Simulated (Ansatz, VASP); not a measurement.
One calculation of AlN, two programs

Contents of INCAR:

```
PREC = Accurate
ENCUT = 520
EDIFF = 1E-6
ISMEAR = 0
SIGMA = 0.05
LREAL = F
LASPH = T
NELM = 80
ALGO = Normal
ISIF = 2
LWAVE = F
LCHARG = T
GGA = PE
LELF = T
LVHAR = T
NBANDS = 11
```

The input KPOINTS:

```
Automatic mesh
0
Gamma
  10 10 10
```

File POSCAR:

```
AlN
1.0
   -0.0712218703      1.9992996450      1.9992996450
    1.9636887099     -0.0356109352      1.9636887099
    2.0349105802      2.0349105802     -0.1068328055
Al N
1 1
Direct
    0.5000000000      0.5000000000      0.5000000000
    0.0000000000      0.0000000000      0.0000000000
```

Input for Ansatz:

```yaml
crystal:
  lattice:
    - [-0.0712218703, 1.999299645, 1.999299645]
    - [1.9636887099, -0.0356109352, 1.9636887099]
    - [2.0349105802, 2.0349105802, -0.1068328055]
  atoms:
    - { symbol: Al, position: [0.5, 0.5, 0.5] }
    - { symbol: "N", position: [0.0, 0.0, 0.0] }
basis:
  ecutwfc: 520.0
kpoints:
  mp_grid: { grid: [10, 10, 10] }
hamiltonian:
  xc: pbe
  pseudopotentials: { kind: paw, azcp: { folder: soft_1 } }
scf:
  occupations: { method: gaussian, width: 0.05 }
output:
  forces: true
  stress: true
  eigenvalues: true
```

Change from the starting cell: engineering shear strain xz -0.0700, engineering shear strain yz -0.0350.

Alike in both runs: task single point; functional PBE; k mesh 10 × 10 × 10; occupations gaussian, width 0.05 eV; no spin polarisation.

|  | VASP | Ansatz |
| --- | --- | --- |
| version | VASP 6.6.1 | Ansatz 0.2.0 |
| potentials or method | VASP PAW PBE potentials, release 64 (Al, N), cutoff 520 eV | scalar-relativistic, plane waves, PAW |
| valence electrons in the cell | 8 | 8 |

|  | VASP | Ansatz | Ansatz less VASP |
| --- | --- | --- | --- |
| gap on the k mesh at the Fermi level (eV) | 3.11 | 3.12 | +0.010 |
| least direct gap on the mesh (eV) | 4.65 | 4.64 | -0.009 |
| pressure (GPa) | 0.6 | 0.8 | +0.14 |
| traceless stress, the component that is largest in VASP (GPa) | 21.49 | 21.48 | -0.010 |

With one functional, cell and mesh, what is left measures potentials, basis and numerics.
